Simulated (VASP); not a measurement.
SnGe5:

```xyz
6
Lattice="7.6910 0.0000 0.0000 -3.8455 6.6606 0.0000 0.0000 0.0000 3.0579" Properties=species:S:1:pos:R:3 pbc="T T T"
Sn    0.0000    0.0000    0.0000
Ge    4.9361    0.0000    0.0000
Ge   -2.4680    4.2748    0.0000
Ge    1.3774    2.3858    0.0000
Ge    0.0000    4.4404    0.0000
Ge    3.8455    2.2202    0.0000
```

The cell was built from a structure type or drawn by symmetry, and may not be a known phase.

* Program: VASP 6.6.1
* Task: relaxation of cell and atoms
* Functional: PBE
* Potentials or basis: VASP PAW PBE potentials, release 64 (Sn_d, Ge_d)
* Cutoff: 600 eV
* k mesh: 3 × 3 × 6
* Occupations: gaussian, width 0.1 eV
* Spin: no spin polarisation

At the start: pressure 0.2 GPa; volume 26.11 Å³/atom.

**Question.** How do energy, volume and symmetry change on relaxing?

**Answer.** Over 11 steps the energy falls by 52.1 meV/atom and the volume is 25.63 Å³/atom (-1.8 %); space group P-62m (No. 189, to 0.1 Å) before and after.

The path:
| step | energy change (eV) | largest force (eV/Å) | pressure (GPa) | volume (Å³) |
| --- | --- | --- | --- | --- |
| 1 | 0.0000 | 0.3947 | 0.18 | 156.64 |
| 2 | -0.2912 | 0.1785 | -0.94 | 156.91 |
| 3 | -0.2918 | 0.1339 | -1.01 | 156.86 |
| 4 | -0.2947 | 0.1611 | -0.98 | 156.89 |
| 5 | -0.2950 | 0.1543 | -0.99 | 156.89 |
| 6 | -0.3078 | 0.1138 | 0.19 | 153.19 |
| 7 | -0.3078 | 0.1188 | 0.17 | 153.46 |
| 8 | -0.3077 | 0.1216 | 0.13 | 153.65 |
| 9 | -0.3104 | 0.0872 | 0.02 | 153.65 |
| 10 | -0.3117 | 0.0388 | 0.02 | 153.66 |
| 11 | -0.3125 | 0.0020 | 0.06 | 153.77 |

Final structure:
```
CELL_PARAMETERS angstrom
7.88721 0.00000 0.00000
-3.94361 6.83052 0.00000
0.00000 0.00000 2.85422
ATOMIC_POSITIONS crystal
Sn 0.00000 0.00000 0.00000
Ge 0.64833 0.00000 0.00000
Ge 0.00000 0.64833 0.00000
Ge 0.35167 0.35167 0.00000
Ge 0.33333 0.66667 0.00000
Ge 0.66667 0.33333 0.00000
```
